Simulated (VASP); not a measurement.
# Ti3HN3 in VASP: a series of runs

Runs on Ti3HN3. Level: PBE. Tasks: single point.

Program: VASP 6.6.1. These are calculated values, not measurements. Logs are shortened: lines on timing, memory, paths and dates and some standing lists are left out, and cuts for length are marked.

### Step 1. The cell of the first run

The cell holds a slab with vacuum, 7 atoms: a = 3.003 Å, b = 3.003 Å, c = 21.554 Å, α = 90.00°, β = 90.00°, γ = 120.00°.

### Step 2. Single point, PBE

The input, INCAR:

```
PREC     = Accurate       # precision mode
ENCUT    = 520            # plane-wave cutoff, eV
EDIFF    = 1E-6           # SCF threshold, eV
ISMEAR   = 0              # smearing method
SIGMA    = 0.1            # smearing width, eV
LREAL    = F              # projectors in reciprocal space
LASPH    = T              # aspherical terms in the spheres
NELM     = 100            # most SCF steps
ALGO     = Normal         # electronic algorithm
ISIF     = 2              # what is computed and relaxed
LWAVE    = F              # write WAVECAR
LCHARG   = F              # write CHGCAR
LDIPOL   = T            
IDIPOL   = 3            
DIPOL    = 0.5 0.5 0.359
GGA      = PE             # functional
NBANDS   = 35             # bands
```

The input, KPOINTS:

```
regular mesh
0
Gamma
  9 9 1
```

The input, POSCAR:

```
Ti3HN3
1.0
    3.0028555063      0.0000000000      0.0000000000
   -1.5014277532      2.6005491524      0.0000000000
    0.0000000000      0.0000000000     21.5541471692
N Ti H
3 3 1
Direct
    0.3333333333      0.6666666667      0.1855791356
    0.0000000000      0.0000000000      0.2993308528
    0.6666666667      0.3333333333      0.4147299344
    0.6666666667      0.3333333333      0.2424549943
    0.3333333333      0.6666666667      0.3575097830
    0.0000000000      0.0000000000      0.4664599852
    0.0000000000      0.0000000000      0.5468752997
```

Potentials or basis: VASP PAW PBE potentials, release 64 (N, Ti_sv, H).

Launch:

```bash
> cat potpaw_PBE.64/N/POTCAR potpaw_PBE.64/Ti_sv/POTCAR potpaw_PBE.64/H/POTCAR > POTCAR
> mpirun -np 1 vasp_std > vasp.out
```

OUTCAR:

```text
PREC = Accurate
   ENCUT = 520
   EDIFF = 1E-6
   ISMEAR = 0
   LREAL = F
   LASPH = T
   NELM = 100
   ISIF = 2
   GGA = PE

 ion  position               nearest neighbor table
   1  0.333  0.667  0.186-   4 2.12   4 2.12   4 2.12
   2  0.000  0.000  0.299-   4 2.12   4 2.12   4 2.12   5 2.14   5 2.14   5 2.14
   3  0.667  0.333  0.415-   6 2.06   6 2.06   6 2.06   5 2.13   5 2.13   5 2.13
   4  0.667  0.333  0.242-   2 2.12   2 2.12   2 2.12   1 2.12   1 2.12   1 2.12
   5  0.333  0.667  0.358-   3 2.13   3 2.13   3 2.13   2 2.14   2 2.14   2 2.14   6 2.92   6 2.92
                             6 2.92
   6  0.000  0.000  0.466-   7 1.73   3 2.06   3 2.06   3 2.06   5 2.92   5 2.92   5 2.92
   7  0.000  0.000  0.547-   6 1.73

  LATTYP: Found a hexagonal cell.
 ALAT       =     3.0028555063
 C/A-ratio  =     7.1778835592

  Lattice vectors:

 A1 = (   3.0028555063,   0.0000000000,   0.0000000000)
 A2 = (  -1.5014277532,   2.6005491524,   0.0000000000)
 A3 = (   0.0000000000,   0.0000000000,  21.5541471692)

Analysis of symmetry for initial positions (statically):
=====================================================================
 Subroutine PRICEL returns:
 Original cell was already a primitive cell.

 Routine SETGRP: Setting up the symmetry group for a
 hexagonal supercell.

 Subroutine GETGRP returns: Found  6 space group operations
 (whereof  6 operations were pure point group operations)
 out of a pool of 24 trial point group operations.

The static configuration has the point symmetry C_3v.

Analysis of symmetry for dynamics (positions and initial velocities):
=====================================================================
 Subroutine PRICEL returns:
 Original cell was already a primitive cell.

 Routine SETGRP: Setting up the symmetry group for a
 hexagonal supercell.

 Subroutine GETGRP returns: Found  6 space group operations
 (whereof  6 operations were pure point group operations)
 out of a pool of 24 trial point group operations.

The dynamic configuration has the point symmetry C_3v.

 Subroutine INISYM returns: Found  6 space group operations
 (whereof  6 operations are pure point group operations),
 and found     1 'primitive' translations

----------------------------------------------------------------------------------------

                                     Primitive cell

  volume of cell :     168.3179

  direct lattice vectors                    reciprocal lattice vectors
     3.002855506  0.000000000  0.000000000     0.333016357  0.192267083  0.000000000
    -1.501427753  2.600549152  0.000000000     0.000000000  0.384534166  0.000000000
     0.000000000  0.000000000 21.554147169     0.000000000  0.000000000  0.046394784

  length of vectors
     3.002855506  3.002855506 21.554147169     0.384534166  0.384534166  0.046394784

  position of ions in fractional coordinates (direct lattice)
     0.333333333  0.666666667  0.185579136
     0.000000000  0.000000000  0.299330853
     0.666666667  0.333333333  0.414729934
     0.666666667  0.333333333  0.242454994
     0.333333333  0.666666667  0.357509783
     0.000000000  0.000000000  0.466459985
     0.000000000  0.000000000  0.546875300

  ion indices of the primitive-cell ions
   primitive index   ion index
                 1           1
                 2           2
                 3           3
                 4           4
                 5           5
                 6           6
                 7           7

----------------------------------------------------------------------------------------

 KPOINTS: regular mesh

Automatic generation of k-mesh.
 Grid dimensions read from file:
 generate k-points for:    9    9    1

 Generating k-lattice:

  Cartesian coordinates                     Fractional coordinates (reciprocal lattice)
     0.037001817  0.021363009  0.000000000     0.111111111  0.000000000  0.000000000
     0.000000000  0.042726018  0.000000000     0.000000000  0.111111111  0.000000000
     0.000000000  0.000000000  0.046394784     0.000000000  0.000000000  1.000000000

  Length of vectors
     0.042726018  0.042726018  0.046394784

  Shift w.r.t. Gamma in fractional coordinates (k-lattice)
     0.000000000  0.000000000  0.000000000

 Subroutine IBZKPT returns following result:
 ===========================================

 Found     12 irreducible k-points:

 Following reciprocal coordinates:
            Coordinates               Weight
  0.000000  0.000000  0.000000      1.000000
  0.111111 -0.000000  0.000000      6.000000
  0.222222  0.000000  0.000000      6.000000
  0.333333 -0.000000  0.000000      6.000000
  0.444444  0.000000  0.000000      6.000000
  0.111111  0.111111  0.000000      6.000000
  0.222222  0.111111  0.000000     12.000000
  0.333333  0.111111  0.000000     12.000000
  0.444444  0.111111  0.000000      6.000000
  0.222222  0.222222  0.000000      6.000000
  0.333333  0.222222  0.000000     12.000000
  0.333333  0.333333  0.000000      2.000000
   k-points           NKPTS =     12   k-points in BZ     NKDIM =     12   number of bands    NBANDS=     35
   number of dos      NEDOS =    301   number of ions     NIONS =      7
   total plane-waves  NPLWV =  92160
   dimension x,y,z NGX =    24 NGY =   24 NGZ =  160
   dimension x,y,z NGXF=    48 NGYF=   48 NGZF=  320
   ions per type =               3   3   1
   NGX,Y,Z   is equivalent  to a cutoff of  13.29, 13.29, 12.34 a.u.
   NGXF,Y,Z  is equivalent  to a cutoff of  26.57, 26.57, 24.68 a.u.
 SYSTEM =  unknown system
   PREC   = accura    normal or accurate (medium, high low for compatibility)
   ISTART =      0    job   : 0-new  1-cont  2-samecut
   ICHARG =      2    charge: 1-file 2-atom 10-const
   ISPIN  =      1    spin polarized calculation?
   LNONCOLLINEAR =      F non collinear calculations
   LSORBIT =      F    spin-orbit coupling
   LASPH  =      T    aspherical Exc in radial PAW
   ENCUT  =  520.0 eV  38.22 Ry    6.18 a.u.   5.58  5.58 40.08*2*pi/ulx,y,z
   NELM   =    100;   NELMIN=  2; NELMDL= -5     # of ELM steps
   EDIFF  = 0.1E-05   stopping-criterion for ELM
   LREAL  =      F    real-space projection
   EDIFFG = 0.1E-04   stopping-criterion for IOM
   NSW    =      0    number of steps for IOM
   IBRION =     -1    ionic relax: 0-MD 1-quasi-New 2-CG
   NFREE  =      0    steps in history (QN), initial steepest desc. (CG)
   ISIF   =      2    stress and relaxation
   ISYM   =      2    0-nonsym 1-usesym 2-fastsym
   POTIM  = 0.5000    time-step for ionic-motion
   TEBEG  =    0.0;   TEEND  =   0.0 temperature during run
   PSTRESS=    0.0 pullay stress
   NELECT =      52.0000    total number of electrons
   NUPDOWN=      -1.0000    fix difference up-down
   EMIN   =  10.00;   EMAX   =-10.00  energy-range for DOS
   EFERMI =   0.00;   METHOD = LEGACY
   ISMEAR =     0;   SIGMA  =   0.10  broadening in eV -4-tet -1-fermi 0-gaus
   EFERMI_NEDOS =   21; number of points for ismear=-14 and -15
   IALGO  =     38    algorithm
   IMIX   =      4    mixing-type and parameters
     AMIX     =   0.40;   BMIX     =  1.00
     AMIX_MAG =   1.60;   BMIX_MAG =  1.00
  volume/ion in A,a.u.               =      24.05       162.27
  Fermi-wavevector in a.u.,A,eV,Ry     =   1.106707  2.091372 16.664409  1.224799
  Thomas-Fermi vector in A             =   2.243211
   LORBIT       =      0    0 simple, 1 ext, 2 COOP (PROOUT), +10 PAW based schemes
   GGA     = PE    functional components
   LHFCALC =     F    Hartree Fock is set to
   AEXX    =    0.0000 exact exchange contribution
   IVDW    =     0    specifies the selected vdW correction
   LEPSILON=     F    determine dielectric tensor
   LRPA    =     F    only Hartree local field effects (RPA)
 non-spin polarized calculation
 Gauss-broadening in eV      SIGMA  =   0.10
  energy-cutoff  :      520.00
  volume of cell :      168.32
 maximum number of plane-waves:      4581
 NGX is ok and might be reduce to    24
   NGX = 11   NGY = 11   NGZ = 81

 dipolmoment           0.000000      0.000000      0.032172 electrons x Angstroem

 number of electron      52.0000014 magnetization

 dipolmoment           0.000000      0.000000     -0.058180 electrons x Angstroem

 Free energy of the ion-electron system (eV)
  ---------------------------------------------------
  ext. energy  EPLUGINS =         0.00000000
  ---------------------------------------------------
  free energy    TOTEN  =       -57.29175598 eV

  energy without entropy =      -57.27028924  energy(sigma->0) =      -57.28102261

 E-fermi :  -1.1793     XC(G=0):  -5.5953

 val. band max:       -1.1886002603   @ k =   0.2222   0.1111   0.0000
 cond. band min:      -1.1251646955   @ k =   0.2222   0.2222   0.0000
 fundamental gap:      0.0634355648
 Fermi energy:        -1.1792841595

 k-point     1 :       0.0000    0.0000    0.0000
  band No.  band energies     occupation
      1     -58.6696      2.00000
      2     -58.2621      2.00000
      3     -57.6994      2.00000
      4     -35.0956      2.00000
      5     -34.7309      2.00000
      6     -34.7309      2.00000
[... 27 lines left out ...]
     34       1.1880      0.00000
     35       1.1880      0.00000

 k-point     2 :       0.1111   -0.0000    0.0000
  band No.  band energies     occupation
      1     -58.6619      2.00000
      2     -58.2552      2.00000
      3     -57.6924      2.00000
      4     -35.0793      2.00000
      5     -34.7929      2.00000
      6     -34.7436      2.00000
[... 27 lines left out ...]
     34       1.4852      0.00000
     35       1.5700      0.00000
[... 340 lines left out ...]
     34       2.3302      0.00000
     35       2.5094      0.00000

 k-point    12 :       0.3333    0.3333    0.0000
  band No.  band energies     occupation
      1     -58.5956      2.00000
      2     -58.1955      2.00000
      3     -57.6309      2.00000
      4     -35.0771      2.00000
      5     -35.0692      2.00000
      6     -34.9434      2.00000
[... 27 lines left out ...]
     34       2.0825      0.00000
     35       2.5618      0.00000

------------------------ aborting loop because EDIFF is reached ----------------------------------------

 vacuum level on the upper side and lower side of the slab       (xc-potential included)        -0.837         0.516

  FORCE on cell =-STRESS in cart. coord.  units (eV):
  Direction    XX          YY          ZZ          XY          YZ          ZX
  --------------------------------------------------------------------------------------
  -------------------------------------------------------------------------------------
  Total       -0.1552553     -0.1552553     -3.3440538      0.0000000      0.0000000      0.0000000
  in kB       -1.4778375     -1.4778375    -31.8312351      0.0000000      0.0000000      0.0000000
  external PRESSURE =     -11.5956367 kB  Pullay stress =       0.0000000 kB

 VOLUME and BASIS-vectors are now :
 -----------------------------------------------------------------------------
  energy-cutoff  :      520.00
  volume of cell :      168.32
      direct lattice vectors                 reciprocal lattice vectors
     3.002855506  0.000000000  0.000000000     0.333016357  0.192267083  0.000000000
    -1.501427753  2.600549152  0.000000000     0.000000000  0.384534166  0.000000000
     0.000000000  0.000000000 21.554147169     0.000000000  0.000000000  0.046394784

 POSITION                                       TOTAL-FORCE (eV/Angst)
 -----------------------------------------------------------------------------------
     -0.00000      1.73370      4.00000         0.000000      0.000000      4.173002
      0.00000      0.00000      6.45182         0.000000      0.000000      1.240243
      1.50143      0.86685      8.93915         0.000000      0.000000      0.235959
      1.50143      0.86685      5.22591        -0.000000      0.000000     -5.376782
     -0.00000      1.73370      7.70582        -0.000000     -0.000000     -0.320501
      0.00000      0.00000     10.05415        -0.000000      0.000000      0.048304
      0.00000      0.00000     11.78743         0.000000      0.000000     -0.000225
 -----------------------------------------------------------------------------------
    total drift:                               -0.000000     -0.000000     -0.000365

  FREE ENERGIE OF THE ION-ELECTRON SYSTEM (eV)
  ---------------------------------------------------
  free  energy   TOTEN  =       -57.2917559789 eV

  energy  without entropy=      -57.2702892445  energy(sigma->0) =      -57.28102261

 vacuum level on the upper side and lower side of the slab         5.589         6.977
```

It took 91 s on 1 thread of Intel Xeon 6975P-C (Granite Rapids), shared host; peak memory 0.3 GiB.

What came out:

- Free energy: -57.2918 eV
- Largest force: 5.377 eV/Å
- Band gap on the k mesh: zero (band 26 reaches -0.81 eV, above the bottom of band 27 at -1.19 eV)

Forces in eV/Å, atoms in the order of the input:
```
N    0.000  0.000  4.173
N    0.000  0.000  1.240
N    0.000  0.000  0.236
Ti   0.000  0.000 -5.377
Ti   0.000  0.000 -0.321
Ti   0.000  0.000  0.048
H    0.000  0.000  0.000
```

Levels at points of the mesh, in eV from the Fermi level:
| k point | band 24 | band 25 | band 26 | band 27 | band 28 | band 29 |
| --- | --- | --- | --- | --- | --- | --- |
| (0.00, 0.00, 0.00) | -0.24 | -0.24 | 0.37 | 0.37 | 0.52 | 1.55 |

### Step 3. Single point, PBE

The input, INCAR:

```
PREC = Accurate
ENCUT = 520
EDIFF = 1E-7
ISMEAR = 0
SIGMA = 0.1
LREAL = F
LASPH = T
NELM = 60
ALGO = Normal
ISIF = 2
LWAVE = F
LCHARG = F
LDIPOL = T
IDIPOL = 3
DIPOL = 0.5 0.5 0.354
GGA = PE
NBANDS = 35
```

The input, KPOINTS:

```
Automatic mesh
0
Gamma
  9 9 1
```

Edit POSCAR of step 2 so:

```diff
@@ -14,2 +14,2 @@
     0.0000000000      0.0000000000      0.4664599852
-    0.0000000000      0.0000000000      0.5468752997
+    0.3333333333      0.6666666667      0.5119093296
```

Potentials or basis: VASP PAW PBE potentials, release 64 (N, Ti_sv, H).

Launch:

```bash
> cat potpaw_PBE.64/N/POTCAR potpaw_PBE.64/Ti_sv/POTCAR potpaw_PBE.64/H/POTCAR > POTCAR
> mpirun -np 1 vasp_std > vasp.out
```

It took 1.7 min on 1 thread of Intel Xeon 6975P-C (Granite Rapids), shared host; peak memory 0.31 GiB.

The run converged. Its results:

```
Free energy            : -58.9953 eV
Largest force          : 5.614 eV/Å
Band gap on the k mesh : zero (band 26 reaches -0.06 eV, above the bottom of band 27 at -0.07 eV)
```

Forces in eV/Å, atoms in the order of the input:
```
N    0.000  0.000  4.305
N    0.000  0.000  1.368
N    0.000  0.000 -0.419
Ti   0.000  0.000 -5.614
Ti   0.000  0.000 -0.029
Ti   0.000  0.000  0.374
H    0.000  0.000  0.016
```

Levels at points of the mesh, in eV from the Fermi level:
```
           k point  band 24  band 25  band 26  band 27  band 28  band 29
(0.00, 0.00, 0.00)    -0.42    -0.42     0.12     0.12     0.23     1.25
```

### Step 4. Single point, PBE

The input, INCAR:

```
SYSTEM = Ti3HN3
PREC = Accurate ; ENCUT = 520
EDIFF = 1E-6 ; ISMEAR = 0
SIGMA = 0.1 ; LREAL = .False.
LASPH = .True. ; NELM = 60
ALGO = Normal ; ISIF = 2
LWAVE = .False. ; LCHARG = .False.
LDIPOL = .True. ; IDIPOL = 3
DIPOL = 0.5 0.5 0.355 ; GGA = PE
NBANDS = 35
```

The input, KPOINTS:

```
regular mesh
0
Gamma
  9 9 1
  0 0 0
```

Edit POSCAR of step 3 so:

```diff
@@ -14,2 +14,2 @@
     0.0000000000      0.0000000000      0.4664599852
-    0.3333333333      0.6666666667      0.5119093296
+    0.6666666667      0.3333333333      0.5198840277
```

Potentials or basis: VASP PAW PBE potentials, release 64 (N, Ti_sv, H).

Launch:

```bash
> cat potpaw_PBE.64/N/POTCAR potpaw_PBE.64/Ti_sv/POTCAR potpaw_PBE.64/H/POTCAR > POTCAR
> mpirun -np 1 vasp_std > vasp.out
```

OUTCAR:

```text
SYSTEM = Ti3HN3
   PREC = Accurate
   ENCUT = 520
   EDIFF = 1E-6
   ISMEAR = 0
   LREAL = .False.
   LASPH = .True.
   NELM = 60
   ISIF = 2
   GGA = PE

 ion  position               nearest neighbor table
   1  0.333  0.667  0.186-   4 2.12   4 2.12   4 2.12
   2  0.000  0.000  0.299-   4 2.12   4 2.12   4 2.12   5 2.14   5 2.14   5 2.14
   3  0.667  0.333  0.415-   6 2.06   6 2.06   6 2.06   5 2.13   5 2.13   5 2.13
   4  0.667  0.333  0.242-   2 2.12   2 2.12   2 2.12   1 2.12   1 2.12   1 2.12
   5  0.333  0.667  0.358-   3 2.13   3 2.13   3 2.13   2 2.14   2 2.14   2 2.14   6 2.92   6 2.92
                             6 2.92
   6  0.000  0.000  0.466-   3 2.06   3 2.06   3 2.06   5 2.92   5 2.92   5 2.92
   7  0.667  0.333  0.520-

  LATTYP: Found a hexagonal cell.
 ALAT       =     3.0028555063
 C/A-ratio  =     7.1778835592

  Lattice vectors:

 A1 = (   3.0028555063,   0.0000000000,   0.0000000000)
 A2 = (  -1.5014277532,   2.6005491524,   0.0000000000)
 A3 = (   0.0000000000,   0.0000000000,  21.5541471692)

Analysis of symmetry for initial positions (statically):
[... 187 lines left out ...]
      4     -34.5460      2.00000
      5     -34.1378      2.00000
      6     -34.0919      2.00000
[... 445 lines left out ...]
     34       2.9275      0.00000
     35       3.2248      0.00000

------------------------ aborting loop because EDIFF is reached ----------------------------------------

 vacuum level on the upper side and lower side of the slab       (xc-potential included)        -2.057         1.600

  FORCE on cell =-STRESS in cart. coord.  units (eV):
  Direction    XX          YY          ZZ          XY          YZ          ZX
  --------------------------------------------------------------------------------------
  -------------------------------------------------------------------------------------
  Total       -3.0320505     -3.0320505     -2.4385024      0.0000000     -0.0000000      0.0000000
  in kB      -28.8613513    -28.8613513    -23.2115118      0.0000000     -0.0000000      0.0000000
  external PRESSURE =     -26.9780715 kB  Pullay stress =       0.0000000 kB

 VOLUME and BASIS-vectors are now :
 -----------------------------------------------------------------------------
  energy-cutoff  :      520.00
  volume of cell :      168.32
      direct lattice vectors                 reciprocal lattice vectors
     3.002855506  0.000000000  0.000000000     0.333016357  0.192267083  0.000000000
    -1.501427753  2.600549152  0.000000000     0.000000000  0.384534166  0.000000000
     0.000000000  0.000000000 21.554147169     0.000000000  0.000000000  0.046394784

 POSITION                                       TOTAL-FORCE (eV/Angst)
 -----------------------------------------------------------------------------------
     -0.00000      1.73370      4.00000        -0.000000      0.000000      4.284963
      0.00000      0.00000      6.45182        -0.000000     -0.000000      1.391245
      1.50143      0.86685      8.93915        -0.000000      0.000000     -0.986584
      1.50143      0.86685      5.22591         0.000000     -0.000000     -5.590624
     -0.00000      1.73370      7.70582         0.000000      0.000000     -0.194275
      0.00000      0.00000     10.05415        -0.000000      0.000000      1.082998
      1.50143      0.86685     11.20566        -0.000000      0.000000      0.012276
 -----------------------------------------------------------------------------------
    total drift:                               -0.000000     -0.000000     -0.000179

  FREE ENERGIE OF THE ION-ELECTRON SYSTEM (eV)
  ---------------------------------------------------
  free  energy   TOTEN  =       -58.6442964081 eV

  energy  without entropy=      -58.6393222129  energy(sigma->0) =      -58.64180931

 vacuum level on the upper side and lower side of the slab         3.952         7.700
```

Wall time 76 s (1 thread of Intel Xeon 6975P-C (Granite Rapids), shared host); peak memory 0.31 GiB.

What came out:

- Free energy: -58.6443 eV
- Largest force: 5.591 eV/Å
- Band gap on the k mesh: zero (filled and empty bands touch)

Forces in eV/Å, atoms in the order of the input:
```
N    0.000  0.000  4.285
N    0.000  0.000  1.391
N    0.000  0.000 -0.987
Ti   0.000  0.000 -5.591
Ti   0.000  0.000 -0.194
Ti   0.000  0.000  1.083
H    0.000  0.000  0.012
```
